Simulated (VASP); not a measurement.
Set up this calculation in VASP 6.6.1, as the native input.

| Item | Value |
| --- | --- |
| Task | single point |
| Functional | PBE-based screened hybrid with 5 % exact exchange |
| Potentials or basis | VASP PAW PBE potentials, release 64 (N) |
| Cutoff | 520 eV |
| k mesh | 4 × 4 × 2 |
| Occupations | fermi-dirac, width 0.05 eV |
| Spin | no spin polarisation |
| Dipole correction | no |
| Grid for exact exchange (PRECFOCK) | Normal |
| Share of exact exchange | 0.05 |
| Further INCAR settings | ALGO = Normal; EDIFF = 1e-07; NBANDS = 18 |
| Screening parameter | 0.2 1/Å |

The system is N.

```
CELL_PARAMETERS angstrom
4.16723 0.00000 0.00000
-2.08362 3.60893 0.00000
0.00000 0.00000 7.00600
ATOMIC_POSITIONS crystal
N 0.66667 0.33333 0.67107
N 0.66667 0.33333 0.82893
N 0.33333 0.66667 0.17107
N 0.33333 0.66667 0.32893
```

These files were run (other wordings do the same):

POSCAR

```
N
1.0
    4.1672328106      0.0000000000      0.0000000000
   -2.0836164053      3.6089294775      0.0000000000
    0.0000000000      0.0000000000      7.0060035100
N
4
Direct
    0.6666666667      0.3333333333      0.6710699600
    0.6666666667      0.3333333333      0.8289300400
    0.3333333333      0.6666666667      0.1710699600
    0.3333333333      0.6666666667      0.3289300400
```

INCAR.step1

```
PREC = Accurate
ENCUT = 520
EDIFF = 1E-5
ISMEAR = -1
SIGMA = 0.05
LREAL = F
LASPH = T
NELM = 80
ALGO = Normal
ISIF = 2
LWAVE = T
LCHARG = F
GGA = PE
NBANDS = 18
```

INCAR.step2

```
PREC = Accurate
ENCUT = 520
EDIFF = 1E-7
ISMEAR = -1
SIGMA = 0.05
LREAL = F
LASPH = T
NELM = 80
ALGO = Normal
ISIF = 2
LWAVE = F
LCHARG = F
GGA = PE
LHFCALC = T
AEXX = 0.05
HFSCREEN = 0.2
PRECFOCK = Normal
ISTART = 1
NBANDS = 18
```

KPOINTS

```
regular mesh
0
Gamma
  4 4 2
```

Potentials or basis: VASP PAW PBE potentials, release 64 (N).

Launch:

```console
$ cat potpaw_PBE.64/N/POTCAR > POTCAR
$ cp INCAR.step1 INCAR
$ mpirun -np 1 vasp_std > vasp.out
$ cp INCAR.step2 INCAR
$ mpirun -np 1 vasp_std > vasp.out
```

It gave:

| Quantity | Value |
| --- | --- |
| Pressure | 0.9 GPa |
| Largest force | 0.768 eV/Å |
| Band gap on the k mesh | 7.57 eV (least direct gap 7.79 eV) |

Caveat: the k points lie up to 0.45 Å⁻¹ apart; the standard files for N, O and F lose accuracy on very short bonds; this functional lacks dispersion, which holds the molecules together, so the pressure and a relaxed volume are unreliable; the PAW data sets were made with another functional, which shifts forces and pressure a little.

Run time: 3.7 min on 1 thread of Intel(R) Xeon(R) Platinum 8375C CPU @ 2.90GHz (Ice Lake), with other jobs on the host, peak memory 0.33 GiB.
